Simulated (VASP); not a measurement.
# CdH2 (I4_1/amd) in VASP: notebook

CdH2 is run at these levels: PBEsol, r2SCAN+rVV10; tasks: single point, relaxation of cell and atoms.

Program: VASP 6.6.1. These are calculated values, not measurements. Logs are shortened: lines on timing, memory, paths and dates and some standing lists are left out, and cuts for length are marked.

### Step 1. The cell of the first run

Symmetry: I4_1/amd, No. 141, tetragonal system. The conventional cell has a = 3.724 Å, b = 3.724 Å, c = 11.205 Å, α = 90.00°, β = 90.00°, γ = 90.00°. Cd (site symmetry -4m2) has 6 H at 1.91 to 2.39 Å within 2.5 Å. H (site symmetry 2mm) has 3 Cd at 1.91 to 2.39 Å within 2.5 Å.

### Step 2. Single point, PBEsol

INCAR reads:

```
PREC     = Accurate       # precision mode
ENCUT    = 520            # plane-wave cutoff, eV
EDIFF    = 1E-6           # SCF threshold, eV
ISMEAR   = -1             # smearing method
SIGMA    = 0.03           # smearing width, eV
LREAL    = False          # projectors in reciprocal space
LASPH    = True           # aspherical terms in the spheres
NELM     = 80             # most SCF steps
ALGO     = Normal         # electronic algorithm
ISIF     = 2              # what is computed and relaxed
LWAVE    = False          # write WAVECAR
LCHARG   = False          # write CHGCAR
GGA      = PS             # functional
NBANDS   = 23             # bands
```

KPOINTS reads:

```
regular mesh
0
Gamma
  8 8 8
```

POSCAR reads:

```
CdH2
1.0
   -1.8619008048      1.8619008048      5.6022988272
    1.8619008048     -1.8619008048      5.6022988272
    1.8619008048      1.8619008048     -5.6022988272
Cd H
2 4
Direct
    0.7500000000      0.2500000000      0.5000000000
    0.0000000000      0.0000000000      0.0000000000
    0.5365491679      0.0365491679      0.5000000000
    0.7865491679      0.7865491679      0.0000000000
    0.2134508321      0.2134508321      0.0000000000
    0.9634508321      0.4634508321      0.5000000000
```

Potentials or basis: VASP PAW PBE potentials, release 64 (Cd, H).

On the command line:

```bash
$ cat potpaw_PBE.64/Cd/POTCAR potpaw_PBE.64/H/POTCAR > POTCAR
$ mpirun -np 1 vasp_std > vasp.out
```

OUTCAR:

```text
PREC = Accurate
   ENCUT = 520
   EDIFF = 1E-6
   ISMEAR = -1
   LREAL = False
   LASPH = True
   NELM = 80
   ISIF = 2
   GGA = PS

 ion  position               nearest neighbor table
   1  0.750  0.250  0.500-   4 1.91   5 1.91   4 1.91   5 1.91   2 3.36   2 3.36   2 3.36   2 3.36

   2  0.000  0.000  0.000-   3 1.91   6 1.91   3 1.91   6 1.91   1 3.36   1 3.36   1 3.36   1 3.36

   3  0.537  0.037  0.500-   2 1.91   2 1.91
   4  0.787  0.787  0.000-   1 1.91   1 1.91
   5  0.213  0.213  0.000-   1 1.91   1 1.91
   6  0.963  0.463  0.500-   2 1.91   2 1.91

  LATTYP: Found a body centered tetragonal cell.
 ALAT       =     3.7238016096
 C/A-ratio  =     3.0089136933

  Lattice vectors:

 A1 = (  -1.8619008048,   1.8619008048,   5.6022988272)
 A2 = (   1.8619008048,  -1.8619008048,   5.6022988272)
 A3 = (   1.8619008048,   1.8619008048,  -5.6022988272)

Analysis of symmetry for initial positions (statically):
=====================================================================
 Subroutine PRICEL returns:
 Original cell was already a primitive cell.

 Routine SETGRP: Setting up the symmetry group for a
 body centered tetragonal supercell.

 Subroutine GETGRP returns: Found 16 space group operations
 (whereof  8 operations were pure point group operations)
 out of a pool of 16 trial point group operations.

The static configuration has the point symmetry D_2d.
 The point group associated with its full space group is D_4h.

Analysis of symmetry for dynamics (positions and initial velocities):
=====================================================================
 Subroutine PRICEL returns:
 Original cell was already a primitive cell.

 Routine SETGRP: Setting up the symmetry group for a
 body centered tetragonal supercell.

 Subroutine GETGRP returns: Found 16 space group operations
 (whereof  8 operations were pure point group operations)
 out of a pool of 16 trial point group operations.

The dynamic configuration has the point symmetry D_2d.
 The point group associated with its full space group is D_4h.

 Subroutine INISYM returns: Found 16 space group operations
 (whereof  8 operations are pure point group operations),
 and found     1 'primitive' translations

----------------------------------------------------------------------------------------

                                     Primitive cell

  volume of cell :      77.6854

  direct lattice vectors                    reciprocal lattice vectors
    -1.861900805  1.861900805  5.602298827     0.000000000  0.268542770  0.089249077
     1.861900805 -1.861900805  5.602298827     0.268542770  0.000000000  0.089249077
     1.861900805  1.861900805 -5.602298827     0.268542770  0.268542770  0.000000000

  length of vectors
     6.190242432  6.190242432  6.190242432     0.282985189  0.282985189  0.379776828

  position of ions in fractional coordinates (direct lattice)
     0.750000000  0.250000000  0.500000000
     0.000000000  0.000000000  0.000000000
     0.536549168  0.036549168  0.500000000
     0.786549168  0.786549168  0.000000000
     0.213450832  0.213450832  0.000000000
     0.963450832  0.463450832  0.500000000

  ion indices of the primitive-cell ions
   primitive index   ion index
                 1           1
                 2           2
                 3           3
                 4           4
                 5           5
                 6           6

----------------------------------------------------------------------------------------

 KPOINTS: regular mesh

Automatic generation of k-mesh.
 Grid dimensions read from file:
 generate k-points for:    8    8    8

 Generating k-lattice:

  Cartesian coordinates                     Fractional coordinates (reciprocal lattice)
     0.000000000  0.033567846  0.011156135     0.125000000  0.000000000  0.000000000
     0.033567846  0.000000000  0.011156135     0.000000000  0.125000000  0.000000000
     0.033567846  0.033567846  0.000000000     0.000000000  0.000000000  0.125000000

  Length of vectors
     0.035373149  0.035373149  0.047472103

[... 56 lines left out ...]
      2      -9.0264      2.00000
      3      -8.5408      2.00000
      4      -8.5057      2.00000
      5      -8.2952      2.00000
      6      -8.1614      2.00000
[... 15 lines left out ...]
     22       9.0546      0.00000
     23      11.7205      0.00000

 k-point     6 :       0.1250    0.1250    0.0000
  band No.  band energies     occupation
      1      -9.1658      2.00000
      2      -9.0854      2.00000
      3      -8.9064      2.00000
      4      -8.4370      2.00000
      5      -8.2746      2.00000
      6      -8.2528      2.00000
[... 15 lines left out ...]
     22      10.6676      0.00000
     23      11.2856      0.00000

 k-point     7 :       0.2500    0.1250    0.0000
  band No.  band energies     occupation
      1      -9.0873      2.00000
      2      -9.0081      2.00000
      3      -8.7357      2.00000
      4      -8.3246      2.00000
      5      -8.3039      2.00000
      6      -8.2605      2.00000
[... 353 lines left out ...]
     22       9.4671      0.00000
     23      11.3532      0.00000

 k-point    21 :       0.5000    0.5000    0.0000
  band No.  band energies     occupation
      1      -8.6323      2.00000
      2      -8.6323      2.00000
      3      -8.3700      2.00000
      4      -8.3700      2.00000
      5      -8.2719      2.00000
      6      -8.2719      2.00000
[... 15 lines left out ...]
     22       9.0655      0.00000
     23      11.6981      0.00000

 k-point    22 :       0.1250    0.1250    0.1250
  band No.  band energies     occupation
      1      -8.8908      2.00000
      2      -8.7952      2.00000
      3      -8.7261      2.00000
      4      -8.3726      2.00000
      5      -8.2927      2.00000
      6      -8.2048      2.00000
[... 15 lines left out ...]
     22      11.3034      0.00000
     23      11.4670      0.00000

 k-point    23 :       0.2500    0.1250    0.1250
  band No.  band energies     occupation
      1      -8.8388      2.00000
      2      -8.6961      2.00000
      3      -8.5701      2.00000
      4      -8.4112      2.00000
      5      -8.3158      2.00000
      6      -8.2340      2.00000
[... 15 lines left out ...]
     22      10.9879      0.00000
     23      11.8045      0.00000

 k-point    24 :       0.3750    0.1250    0.1250
  band No.  band energies     occupation
      1      -8.8352      2.00000
      2      -8.6553      2.00000
      3      -8.5295      2.00000
      4      -8.4380      2.00000
      5      -8.3259      2.00000
      6      -8.2516      2.00000
[... 15 lines left out ...]
     22      10.5023      0.00000
     23      11.6625      0.00000

 [... further k-points ...]

------------------------ aborting loop because EDIFF is reached ----------------------------------------

  FORCE on cell =-STRESS in cart. coord.  units (eV):
  Direction    XX          YY          ZZ          XY          YZ          ZX
  --------------------------------------------------------------------------------------
  -------------------------------------------------------------------------------------
  Total        0.1625611      0.1625611      0.0454468      0.0000000      0.0000000      0.0000000
  in kB        3.3526470      3.3526470      0.9372916      0.0000000      0.0000000      0.0000000
  external PRESSURE =       2.5475285 kB  Pullay stress =       0.0000000 kB

 VOLUME and BASIS-vectors are now :
 -----------------------------------------------------------------------------
  energy-cutoff  :      520.00
  volume of cell :       77.69
      direct lattice vectors                 reciprocal lattice vectors
    -1.861900805  1.861900805  5.602298827     0.000000000  0.268542770  0.089249077
     1.861900805 -1.861900805  5.602298827     0.268542770  0.000000000  0.089249077
     1.861900805  1.861900805 -5.602298827     0.268542770  0.268542770  0.000000000

 POSITION                                       TOTAL-FORCE (eV/Angst)
 -----------------------------------------------------------------------------------
      0.00000      1.86190      2.80115        -0.000000     -0.000000     -0.000000
      0.00000      0.00000      0.00000        -0.000000     -0.000000      0.000000
      0.00000      1.86190      0.40952         0.000000      0.000000      0.007092
      0.00000      0.00000      8.81297         0.000000      0.000000      0.007092
      0.00000      0.00000      2.39163        -0.000000     -0.000000     -0.007092
     -0.00000      1.86190      5.19278         0.000000      0.000000     -0.007092
 -----------------------------------------------------------------------------------
    total drift:                               -0.000000     -0.000000      0.000000

  FREE ENERGIE OF THE ION-ELECTRON SYSTEM (eV)
  ---------------------------------------------------
  free  energy   TOTEN  =       -13.5389723257 eV

  energy  without entropy=      -13.5376800836  energy(sigma->0) =      -13.53832620
```

It took 5.1 min on 1 thread of Oxide Virtual Turin-like, shared host; peak memory 0.32 GiB.

What came out:

| Item | Value |
| --- | --- |
| Free energy | -13.5390 eV |
| Pressure | 0.3 GPa |
| Largest force | 0.007 eV/Å |
| Band gap on the k mesh | zero (bands 14 and 15 overlap by 1.23 eV) |

Forces on the atoms (eV/Å):
```
Cd   0.000  0.000  0.000
Cd   0.000  0.000  0.000
H    0.000  0.000  0.007
H    0.000  0.000  0.007
H    0.000  0.000 -0.007
H    0.000  0.000 -0.007
```

Levels at points of the mesh, in eV from the Fermi level:
```
           k point  band 10  band 11  band 12  band 13  band 14  band 15  band 16  band 17  band 18  band 19
(0.00, 0.00, 0.00)    -8.62    -8.56    -4.21    -2.82     0.91     3.59     5.40     5.40     5.54     5.54
(0.50, 0.00, 0.00)    -8.53    -6.07    -5.26    -4.15    -2.67     2.76     3.25     5.16     6.16     7.64
(0.50, 0.50, 0.00)    -8.53    -4.24    -4.24    -4.11    -4.11     0.13     0.13     4.33     4.33     5.20
(0.50, 0.50, 0.50)    -8.48    -7.35    -7.35     0.60     0.60     4.02     4.02     4.97     4.97     7.70
```

Caveat: the PAW data sets were made with another functional, which shifts forces and pressure a little.

### Step 3. Single point, r2SCAN+rVV10

This run uses another cell than the first one, of 12.88 Å³/atom.

POSCAR reads:

```
CdH2
1.0
   -1.8899622326      1.8899622326      5.4099908939
    1.8899622326     -1.8899622326      5.4099908939
    1.8899622326      1.8899622326     -5.4099908939
Cd H
2 4
Direct
    0.7500000000      0.2500000000      0.5000000000
    0.0000000000      0.0000000000      0.0000000000
    0.5346595500      0.0346595500      0.5000000000
    0.7846595500      0.7846595500      0.0000000000
    0.2153404500      0.2153404500      0.0000000000
    0.9653404500      0.4653404500      0.5000000000
```

INCAR.step1 reads:

```
PREC = Accurate ; ENCUT = 520
ISMEAR = -1 ; SIGMA = 0.03
LREAL = False ; LASPH = True
NELM = 60 ; NBANDS = 23
GGA = PE ; ALGO = Normal
EDIFF = 1E-4 ; LWAVE = True
LCHARG = False
```

INCAR.step2 reads:

```
PREC = Accurate ; ENCUT = 520
EDIFF = 1E-6 ; ISMEAR = -1
SIGMA = 0.03 ; LREAL = False
LASPH = True ; NELM = 60
ALGO = Normal ; ISIF = 2
LWAVE = False ; LCHARG = False
METAGGA = R2SCAN ; LMIXTAU = True
LUSE_VDW = True ; IVDW_NL = 2
BPARAM = 11.95 ; CPARAM = 0.0093
NBANDS = 23 ; ISTART = 1
```

KPOINTS reads:

```
Automatic mesh
0
Gamma
  8 8 8
```

Potentials or basis: VASP PAW PBE potentials, release 64 (Cd, H).

On the command line:

```bash
$ cat potpaw_PBE.64/Cd/POTCAR potpaw_PBE.64/H/POTCAR > POTCAR
$ cp INCAR.step1 INCAR
$ mpirun -np 1 vasp_std > vasp.out
$ cp INCAR.step2 INCAR
$ mpirun -np 1 vasp_std > vasp.out
```

It took 26 min on 1 thread of Oxide Virtual Turin-like, shared host; peak memory 0.75 GiB.

Results (log left out):

| Quantity | Value |
| --- | --- |
| Free energy | -51.1977 eV |
| Pressure | 0.3 GPa |
| Band gap on the k mesh | zero (bands 14 and 15 overlap by 0.56 eV) |

Stress tensor (GPa, compression positive):
```
0.32 0.00 0.00
0.00 0.32 0.00
0.00 0.00 0.14
```

Levels at points of the mesh, in eV from the Fermi level:
| k point | band 12 | band 13 | band 14 | band 15 | band 16 | band 17 |
| --- | --- | --- | --- | --- | --- | --- |
| (0.00, 0.00, 0.00) | -4.22 | -2.94 | 0.30 | 3.24 | 5.44 | 5.44 |
| (0.50, 0.00, 0.00) | -5.77 | -4.57 | -2.78 | 3.24 | 3.29 | 5.25 |
| (0.50, 0.50, 0.00) | -4.75 | -4.65 | -4.65 | 0.30 | 0.30 | 4.30 |
| (0.50, 0.50, 0.50) | -7.75 | 0.24 | 0.24 | 3.89 | 3.89 | 5.42 |

Caveat: the PAW data sets were made with another functional, which shifts forces and pressure a little.

### Step 4. Relaxation of cell and atoms, PBEsol

This run uses another cell than the first one, of 9.26 Å³/atom.

INCAR reads:

```
SYSTEM = CdH2
PREC     = Accurate       ! precision mode
ENCUT    = 600            ! plane-wave cutoff, eV
EDIFF    = 1E-6           ! SCF threshold, eV
ISMEAR   = -1             ! smearing method
SIGMA    = 0.03           ! smearing width, eV
LREAL    = .False.        ! projectors in reciprocal space
LASPH    = .True.         ! aspherical terms in the spheres
NELM     = 80             ! most SCF steps
ALGO     = Normal         ! electronic algorithm
ISIF     = 3              ! what is computed and relaxed
LWAVE    = .False.        ! write WAVECAR
LCHARG   = .False.        ! write CHGCAR
GGA      = PS             ! functional
IBRION   = 2              ! ionic algorithm
NSW      = 100            ! ionic steps
EDIFFG   = -0.01          ! ionic threshold
```

KPOINTS reads:

```
Automatic mesh
0
Gamma
  8 8 8
  0 0 0
```

POSCAR reads:

```
CdH2
1.0
   -1.7686853900      1.7686853900      4.4394003289
    1.7686853900     -1.7686853900      4.4394003289
    1.7686853900      1.7686853900     -4.4394003289
Cd H
2 4
Direct
    0.7500000000      0.2500000000      0.5000000000
    0.0000000000      0.0000000000      0.0000000000
    0.5420000000      0.0420000000      0.5000000000
    0.7920000000      0.7920000000      0.0000000000
    0.2080000000      0.2080000000      0.0000000000
    0.9580000000      0.4580000000      0.5000000000
```

On the command line:

```bash
$ cat potpaw_PBE.64/Cd/POTCAR potpaw_PBE.64/H/POTCAR > POTCAR
$ mpirun -np 1 vasp_std > vasp.out
```

Wall time 39 min (1 thread of Oxide Virtual Turin-like, shared host); peak memory 0.28 GiB.

The run converged. Its results:

```
Free energy                           : -13.5162 eV
Relaxed volume                        : 12.81 Å³/atom
Relaxed cell                          : a = 6.038 Å, b = 6.038 Å, c = 6.038 Å, α = 143.66°, β = 143.66°, γ = 52.34°
Space group after relaxing (to 0.1 Å) : I4_1/amd (No. 141)
Energy gained by relaxing             : 310.3 meV/atom
Ionic steps                           : 25
Pressure after relaxing               : -0.1 GPa
Largest force after relaxing          : 0.006 eV/Å
Band gap on the k mesh                : zero (bands 14 and 15 overlap by 1.20 eV)
```

Forces on the atoms (eV/Å):
```
Cd   0.000  0.000  0.000
Cd   0.000  0.000  0.000
H    0.000  0.000 -0.006
H    0.000  0.000 -0.006
H    0.000  0.000  0.006
H    0.000  0.000  0.006
```

Step by step:
| step | energy change (eV) | largest force (eV/Å) | pressure (GPa) | volume (Å³) |
| --- | --- | --- | --- | --- |
| 1 | 0.0000 | 1.1241 | 34.06 | 55.55 |
| 2 | -1.7806 | 0.2641 | 2.10 | 72.90 |
| 3 | -1.8020 | 0.1581 | -1.76 | 78.00 |
| 4 | -1.8092 | 0.1887 | -0.59 | 76.32 |
| 5 | -1.8089 | 0.1977 | -0.30 | 75.87 |
| 6 | -1.8270 | 0.1622 | -0.03 | 75.49 |
| 7 | -1.8509 | 0.0659 | 0.81 | 74.56 |
| 8 | -1.8521 | 0.0397 | 1.13 | 74.27 |
| 9 | -1.8592 | 0.0123 | 0.16 | 75.66 |
| 10 | -1.8597 | 0.0042 | -0.16 | 76.15 |
| 11 | -1.8597 | 0.0048 | -0.16 | 76.11 |
| 12 | -1.8595 | 0.0085 | 0.04 | 75.89 |
| 13 | -1.8597 | 0.0054 | -0.12 | 76.07 |
| 14 | -1.8601 | 0.0006 | -0.03 | 76.07 |
| 15 | -1.8605 | 0.0210 | 0.15 | 76.04 |
| 16 | -1.8606 | 0.0155 | 0.09 | 76.05 |
| 17 | -1.8608 | 0.0183 | 0.00 | 76.25 |
| 18 | -1.8608 | 0.0193 | -0.05 | 76.32 |
| 19 | -1.8611 | 0.0172 | 0.02 | 76.32 |
| 20 | -1.8616 | 0.0114 | 0.14 | 76.30 |
| 21 | -1.8614 | 0.0008 | 0.38 | 76.26 |
| 22 | -1.8617 | 0.0071 | 0.23 | 76.29 |
| 23 | -1.8618 | 0.0059 | 0.19 | 76.34 |
| 24 | -1.8620 | 0.0021 | 0.11 | 76.52 |
| 25 | -1.8620 | 0.0056 | -0.06 | 76.86 |

Final structure:
```
Cd H
1.0
    -1.88303    1.88303    5.41934
     1.88303   -1.88303    5.41934
     1.88303    1.88303   -5.41934
Cd H
2 4
Direct
  0.75000 0.25000 0.50000
  0.00000 0.00000 0.00000
  0.53304 0.03304 0.50000
  0.78304 0.78304 0.00000
  0.21696 0.21696 0.00000
  0.96696 0.46696 0.50000
```

Levels at points of the mesh, in eV from the Fermi level:
```
           k point  band 10  band 11  band 12  band 13  band 14  band 15  band 16  band 17  band 18
(0.00, 0.00, 0.00)    -8.62    -8.57    -3.92    -2.61     0.77     3.28     5.21     5.21     5.38
(0.50, 0.00, 0.00)    -8.52    -6.15    -5.36    -4.13    -2.54     3.04     3.40     5.26     5.82
(0.50, 0.50, 0.00)    -8.54    -4.35    -4.35    -4.20    -4.20     0.14     0.14     4.34     4.34
(0.50, 0.50, 0.50)    -8.46    -7.33    -7.33     0.69     0.69     3.72     3.72     5.17     5.17
```

Caveat: the volume moved by over 15 % at a fixed basis, so the end points are rough; the PAW data sets were made with another functional, which shifts forces and pressure a little.

### Step 5. Summary

| task | level | cell | cutoff (eV) | gap on the mesh (eV) | pressure (GPa) | largest force (eV/Å) |
| --- | --- | --- | --- | --- | --- | --- |
| single point | PBEsol | a = 6.190 Å, angles 145.0, 145.0, 50.3°, 6 atoms, atomic positions A | 520 | none | 0.3 | 0.01 |
| single point | r2SCAN+rVV10 | a = 6.034 Å, angles 143.5, 143.5, 52.6°, 6 atoms, atomic positions B | 520 | none | 0.3 | - |
| relaxation of cell and atoms | PBEsol | relaxed from a = 5.096 Å, angles 139.4, 139.4, 58.8°, 6 atoms, atomic positions C | 600 | none | -0.1 | 0.01 |

Alike in all rows: potentials or basis VASP PAW PBE potentials, release 64 (Cd, H); no spin polarisation; k mesh 8 × 8 × 8; smearing fermi-dirac 0.03 eV.

Caveats: the PAW data sets were made with another functional, which shifts forces and pressure a little; the volume moved by over 15 % at a fixed basis, so the end points are rough (at least some runs).

Total energies depend on the potentials used, so only differences within one code and one set of settings carry meaning.
